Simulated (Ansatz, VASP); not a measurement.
One calculation of Bi2Te3, two programs

```xyz
5
Lattice="2.2011 1.2708 9.9134 -2.2011 1.2708 9.9134 0.0000 -2.5416 9.9134" Properties=species:S:1:pos:R:3 pbc="T T T"
Bi    0.0000    0.0000   24.1491
Bi    0.0000    0.0000   11.9556
Te    0.0000    0.0000   18.1713
Te    0.0000    0.0000    5.9480
Te    0.0000    0.0000    0.0000
```

Change from the starting cell: volume scaled by 0.99, crystal datasets.

Alike in both runs: task electric field gradients; functional PBE; k mesh 8 × 8 × 8; occupations fermi-dirac, width 0.08 eV; no spin polarisation.

|  | VASP | Ansatz |
| --- | --- | --- |
| version | VASP 6.6.1 | Ansatz 0.2.0 |
| potentials or method | VASP PAW PBE potentials, release 64 (Bi_d, Te), cutoff 520 eV | all-electron PAW with datasets made for the crystal, scalar-relativistic |

```csv
,VASP,Ansatz,Ansatz less VASP
pressure (GPa),2.2,2.2,+0.05
"traceless stress, the component that is largest in VASP (GPa)",-0.61,-0.60,+0.008
rms of the force components (eV/Å),0.510,0.507,-0.0031
size of Vzz on the site where it differs most (V/Å²),50.8,56.9,+6.12
```

Atom by atom the forces differ by 0.004 eV/Å (rms over components). Ansatz ran all-electron here, and VASP with PAW potentials.

Neither program's run includes spin-orbit coupling.
